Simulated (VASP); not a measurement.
## Si: single point with LDA

Si:

```xyz
4
Lattice="3.8056 0.0000 0.0000 -1.9028 3.2957 0.0000 0.0000 0.0000 6.2901" Properties=species:S:1:pos:R:3 pbc="T T T"
Si    1.9028    1.0986    5.8938
Si    0.0000    2.1972    2.7487
Si    1.9028    1.0986    3.5414
Si    0.0000    2.1972    0.3963
```

This cell differs from its parent crystal: volume scaled by 0.98.

```
Program             : VASP 6.6.1
Task                : single point
Functional          : LDA
Potentials or basis : VASP PAW LDA potentials, release 64 (Si)
Cutoff              : 520 eV
k mesh              : 8 × 8 × 4
Occupations         : fermi-dirac, width 0.05 eV
Spin                : no spin polarisation
```

```yaml
Pressure: -0.1 GPa
Largest_force: 0.007 eV/Å
Band_gap_on_the_k_mesh: 0.27 eV, indirect (least direct gap 0.98 eV)
```

Forces in eV/Å, atoms in the order of the input:
```
Si   0.000  0.000  0.007
Si   0.000  0.000  0.007
Si   0.000  0.000 -0.007
Si   0.000  0.000 -0.007
```

Levels at points of the mesh, in eV from the valence-band top:
| k point | band 5 | band 6 | band 7 | band 8 | band 9 | band 10 | band 11 | band 12 |
| --- | --- | --- | --- | --- | --- | --- | --- | --- |
| (0.00, 0.00, 0.00) | -1.55 | -0.36 | 0.00 | 0.00 | 0.98 | 1.95 | 1.95 | 2.31 |
| (0.50, 0.00, 0.00) | -4.78 | -3.11 | -3.09 | -1.46 | 0.27 | 2.29 | 2.87 | 3.05 |
| (0.00, 0.00, 0.50) | -0.94 | -0.94 | -0.94 | -0.94 | 1.77 | 1.77 | 2.93 | 2.93 |
| (0.50, 0.00, 0.50) | -2.50 | -2.50 | -2.47 | -2.47 | 0.81 | 0.81 | 1.56 | 1.56 |

Run time: 37 s on 1 thread of AMD EPYC 7R13 (shared host), peak memory 0.13 GiB.

 A k mesh can miss the band edges.
